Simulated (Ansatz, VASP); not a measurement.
**One calculation of GaP, two programs**

```
Ga P
1.0
     0.00000    2.74330    2.74330
     2.74330    0.00000    2.74330
     2.74330    2.74330    0.00000
Ga P
1 1
Direct
  0.00000 0.00000 0.00000
  0.75000 0.75000 0.75000
```

Change from the starting cell: volume scaled by 1.02, PAW files.

Alike in both runs: task electric field gradients; functional PBE; k mesh 10 × 10 × 10; occupations fermi-dirac, width 0.05 eV; no spin polarisation.

|  | VASP | Ansatz |
| --- | --- | --- |
| version | VASP 6.6.1 | Ansatz 0.2.0 |
| potentials or method | VASP PAW PBE potentials, release 64 (Ga_d, P) | PAW with Ansatz's default frozen-core files, scalar-relativistic |
| plane-wave cutoff (eV) | 520 | 420 |
| valence electrons in the cell | 18 | 18 |

|  | VASP | Ansatz | Ansatz less VASP |
| --- | --- | --- | --- |
| pressure (GPa) | 0.8 | 0.8 | +0.01 |

The functional is the same, so the differences come from potentials, cutoffs and numerics.
